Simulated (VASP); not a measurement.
# TiPb (Pm-3m) in VASP: vibrations by perturbation theory with PBEsol

Aim: the vibrations by perturbation theory of TiPb with PBEsol.

Everything below comes from runs of VASP 6.6.1. Logs are shortened: lines on timing, memory, paths and dates and some standing lists are left out, and cuts for length are marked.

## (1) The cell of the first run

Symmetry: Pm-3m, No. 221, cubic system. Conventional cell: a = 3.447 Å, b = 3.447 Å, c = 3.447 Å, α = 90.00°, β = 90.00°, γ = 90.00°. Ti (site symmetry m-3m) has 8 Pb at 2.99 Å and 6 Ti at 3.45 Å within 3.9 Å. Pb (site symmetry m-3m) has 8 Ti at 2.99 Å and 6 Pb at 3.45 Å within 3.9 Å.

## (2) Vibrations by perturbation theory, PBEsol

File INCAR:

```
  PREC = Accurate
  ENCUT = 520
  EDIFF = 1E-8
  ISMEAR = -1
  SIGMA = 0.15
  LREAL = False
  LASPH = True
  NELM = 100
  ALGO = Normal
  ISIF = 2
  LWAVE = False
  LCHARG = True
  GGA = PS
  IBRION = 8
  NSW = 1
```

File KPOINTS:

```
regular mesh
0
Gamma
  12 12 12
```

File POSCAR:

```
TiPb
1.0
    3.4474000000      0.0000000000      0.0000000000
    0.0000000000      3.4474000000      0.0000000000
    0.0000000000      0.0000000000      3.4474000000
Ti Pb
1 1
Direct
    0.0000000000      0.0000000000      0.0000000000
    0.5000000000      0.5000000000      0.5000000000
```

Potentials or basis: VASP PAW PBE potentials, release 64 (Ti_sv, Pb_d).

The run is started by

```
cat potpaw_PBE.64/Ti_sv/POTCAR potpaw_PBE.64/Pb_d/POTCAR > POTCAR
mpirun -np 1 vasp_std > vasp.out
```

OUTCAR:

```text
PREC = Accurate
   ENCUT = 520
   EDIFF = 1E-8
   ISMEAR = -1
   LREAL = False
   LASPH = True
   NELM = 100
   ISIF = 2
   GGA = PS
   IBRION = 8
   NSW = 1

 ion  position               nearest neighbor table
   1  0.000  0.000  0.000-   2 2.99   2 2.99   2 2.99   2 2.99   2 2.99   2 2.99   2 2.99   2 2.99

   2  0.500  0.500  0.500-   1 2.99   1 2.99   1 2.99   1 2.99   1 2.99   1 2.99   1 2.99   1 2.99

  LATTYP: Found a simple cubic cell.
 ALAT       =     3.4474000000

  Lattice vectors:

 A1 = (   3.4474000000,   0.0000000000,   0.0000000000)
 A2 = (   0.0000000000,   3.4474000000,   0.0000000000)
 A3 = (   0.0000000000,   0.0000000000,   3.4474000000)

Analysis of symmetry for initial positions (statically):
=====================================================================
 Subroutine PRICEL returns:
 Original cell was already a primitive cell.

 Routine SETGRP: Setting up the symmetry group for a
 simple cubic supercell.

 Subroutine GETGRP returns: Found 48 space group operations
 (whereof 48 operations were pure point group operations)
 out of a pool of 48 trial point group operations.

The static configuration has the point symmetry O_h .

Analysis of symmetry for dynamics (positions and initial velocities):
=====================================================================
 Subroutine PRICEL returns:
 Original cell was already a primitive cell.

 Routine SETGRP: Setting up the symmetry group for a
 simple cubic supercell.

 Subroutine GETGRP returns: Found 48 space group operations
 (whereof 48 operations were pure point group operations)
 out of a pool of 48 trial point group operations.

The dynamic configuration has the point symmetry O_h .

 Subroutine INISYM returns: Found 48 space group operations
 (whereof 48 operations are pure point group operations),
 and found     1 'primitive' translations

----------------------------------------------------------------------------------------

                                     Primitive cell

  volume of cell :      40.9709

  direct lattice vectors                    reciprocal lattice vectors
     3.447400000  0.000000000  0.000000000     0.290073679  0.000000000  0.000000000
     0.000000000  3.447400000  0.000000000     0.000000000  0.290073679  0.000000000
     0.000000000  0.000000000  3.447400000     0.000000000  0.000000000  0.290073679

  length of vectors
     3.447400000  3.447400000  3.447400000     0.290073679  0.290073679  0.290073679

  position of ions in fractional coordinates (direct lattice)
     0.000000000  0.000000000  0.000000000
     0.500000000  0.500000000  0.500000000

  ion indices of the primitive-cell ions
   primitive index   ion index
                 1           1
                 2           2

----------------------------------------------------------------------------------------

 KPOINTS: regular mesh

Automatic generation of k-mesh.
 Grid dimensions read from file:
 generate k-points for:   12   12   12

 Generating k-lattice:

  Cartesian coordinates                     Fractional coordinates (reciprocal lattice)
     0.024172807  0.000000000  0.000000000     0.083333333  0.000000000  0.000000000
     0.000000000  0.024172807  0.000000000     0.000000000  0.083333333  0.000000000
     0.000000000  0.000000000  0.024172807     0.000000000  0.000000000  0.083333333

  Length of vectors
     0.024172807  0.024172807  0.024172807

  Shift w.r.t. Gamma in fractional coordinates (k-lattice)
     0.000000000  0.000000000  0.000000000

 Subroutine IBZKPT returns following result:
 ===========================================

 Found     84 irreducible k-points:
[... 71 lines left out ...]
   GGA     = PS    functional components
   LHFCALC =     F    Hartree Fock is set to
   AEXX    =    0.0000 exact exchange contribution
   IVDW    =     0    specifies the selected vdW correction
   LEPSILON=     F    determine dielectric tensor
   LRPA    =     F    only Hartree local field effects (RPA)
 non-spin polarized calculation
  energy-cutoff  :      520.00
  volume of cell :       40.97
 maximum number of plane-waves:      1141
 NGX is ok and might be reduce to    28
   NGX = 13   NGY = 13   NGZ = 13

--------------------------------------- Ionic step        1  -------------------------------------------

 number of electron      25.9999988 magnetization

 Free energy of the ion-electron system (eV)
  ---------------------------------------------------
  ext. energy  EPLUGINS =         0.00000000
  ---------------------------------------------------
  free energy    TOTEN  =       -12.12688786 eV

  energy without entropy =      -11.89126655  energy(sigma->0) =      -12.00907721

 E-fermi :   9.4189     XC(G=0): -11.6232

 val. band max:        9.4066759113   @ k =   0.1667   0.0833   0.0833
 cond. band min:       9.4631690949   @ k =   0.2500   0.0833   0.0000
 fundamental gap:      0.0564931836
 Fermi energy:         9.4188675270

 k-point     1 :       0.0000    0.0000    0.0000
  band No.  band energies     occupation
      1     -47.4183      2.00000
      2     -23.7712      2.00000
      3     -23.7712      2.00000
      4     -23.7712      2.00000
      5      -7.5207      2.00000
      6      -7.5207      2.00000
[... 457 lines left out ...]
      4     -23.7607      2.00000
      5      -7.4247      2.00000
      6      -7.3853      2.00000
[... 9 lines left out ...]
     16      11.4622      0.00000
     17      11.9666      0.00000

 [... further k-points ...]

------------------------ aborting loop because EDIFF is reached ----------------------------------------

  FORCE on cell =-STRESS in cart. coord.  units (eV):
  Direction    XX          YY          ZZ          XY          YZ          ZX
  --------------------------------------------------------------------------------------
  -------------------------------------------------------------------------------------
  Total        0.0863489      0.0863489      0.0863489     -0.0000000      0.0000000     -0.0000000
  in kB        3.3766971      3.3766971      3.3766971     -0.0000000      0.0000000     -0.0000000
  external PRESSURE =       3.3766971 kB  Pullay stress =       0.0000000 kB

 VOLUME and BASIS-vectors are now :
 -----------------------------------------------------------------------------
  energy-cutoff  :      520.00
  volume of cell :       40.97
      direct lattice vectors                 reciprocal lattice vectors
     3.447400000  0.000000000  0.000000000     0.290073679  0.000000000  0.000000000
     0.000000000  3.447400000  0.000000000     0.000000000  0.290073679  0.000000000
     0.000000000  0.000000000  3.447400000     0.000000000  0.000000000  0.290073679

 POSITION                                       TOTAL-FORCE (eV/Angst)
 -----------------------------------------------------------------------------------
      0.00000      0.00000      0.00000         0.000000      0.000000      0.000000
      1.72370      1.72370      1.72370         0.000000      0.000000      0.000000
 -----------------------------------------------------------------------------------
    total drift:                                0.000000      0.000000      0.000000

  FREE ENERGIE OF THE ION-ELECTRON SYSTEM (eV)
  ---------------------------------------------------
  free  energy   TOTEN  =       -12.1268878619 eV

  energy  without entropy=      -11.8912665523  energy(sigma->0) =      -12.00907721

[... ionic steps 2 to 3 ...]

--------------------------------------- Ionic step        4  -------------------------------------------

------------------------ aborting loop because EDIFF is reached ----------------------------------------

[... ionic steps 5 to 6 ...]

--------------------------------------- Ionic step        7  -------------------------------------------

 Free energy of the ion-electron system (eV)
  ---------------------------------------------------
  ---------------------------------------------------
  free energy    TOTEN  =        -0.32765427 eV

  energy without entropy =       -0.32765426

------------------------ aborting loop because EDIFF is reached ----------------------------------------

 INTERNAL STRAIN TENSOR  FOR ION    2  DIRECTION 1   (eV/Angst):
 -----------------------------------------------------------------------------
    -0.00426  0.00000  0.00000
     0.00000 -0.00024  0.00000
     0.00000  0.00000 -0.00024

 INTERNAL STRAIN TENSOR FOR ION    2 for displacements in x,y,z  (eV/Angst):
          X           Y           Z          XY          YZ          ZX
  --------------------------------------------------------------------------------
  x     0.00000     0.00000     0.00000     0.00000     0.00000     0.00000
  y     0.00000     0.00000     0.00000     0.00000     0.00000     0.00000
  z     0.00000     0.00000     0.00000     0.00000     0.00000     0.00000

 SECOND DERIVATIVES (NOT SYMMETRIZED)
 ------------------------------------
               1X          1Y          1Z          2X          2Y          2Z
  1X    -4.635575   -0.000000    0.000000    4.635575    0.000000    0.000000
  1Y    -0.000000   -4.635575   -0.000000    0.000000    4.635575    0.000000
  1Z    -0.000000   -0.000000   -4.635575    0.000000    0.000000    4.635575
  2X     4.554205    0.000000   -0.000000   -4.554205   -0.000000    0.000000
  2Y     0.000000    4.554205   -0.000000   -0.000000   -4.554205    0.000000
  2Z     0.000000   -0.000000    4.554205   -0.000000    0.000000   -4.554205

 Eigenvectors and eigenvalues of the dynamical matrix
 ----------------------------------------------------

   1 f  =    5.388337 THz    33.855917 2PiTHz  179.735560 cm-1    22.284359 meV
             X         Y         Z           dx          dy          dz
      0.000000  0.000000  0.000000     0.902758   -0.000000   -0.000000
      1.723700  1.723700  1.723700    -0.430149    0.000000    0.000000
[... 21 lines left out ...]
   6 f/i=    0.018527 THz     0.116410 2PiTHz    0.618001 cm-1     0.076622 meV
             X         Y         Z           dx          dy          dz
      0.000000  0.000000  0.000000    -0.030265    0.181810    0.388661
      1.723700  1.723700  1.723700    -0.063518    0.381567    0.815686

--------------------------------------------------------------------------------------------------------

 ELASTIC MODULI CONTR FROM IONIC RELAXATION (kBar)
 Direction    XX          YY          ZZ          XY          YZ          ZX
 --------------------------------------------------------------------------------
 XX           0.0000      0.0000      0.0000      0.0000      0.0000      0.0000
 YY           0.0000      0.0000      0.0000      0.0000      0.0000      0.0000
 ZZ           0.0000      0.0000      0.0000      0.0000      0.0000      0.0000
 XY           0.0000      0.0000      0.0000      0.0000      0.0000      0.0000
 YZ           0.0000      0.0000      0.0000      0.0000      0.0000      0.0000
 ZX           0.0000      0.0000      0.0000      0.0000      0.0000      0.0000
 --------------------------------------------------------------------------------
```

It took 4 min on 1 thread of Intel Xeon 6975P-C (Granite Rapids), shared host; peak memory 0.46 GiB.

What came out:

* Highest phonon frequency at Γ: 180 cm⁻¹

Phonon frequencies in cm⁻¹ (negative: imaginary):
```
              q point           frequencies
(0.000, 0.000, 0.000)  -1 -1 -1 180 180 180
```

Caveat: the PAW data sets were made with another functional, which shifts forces and pressure a little; spin-orbit coupling is left out, which moves the levels of the heavy elements.
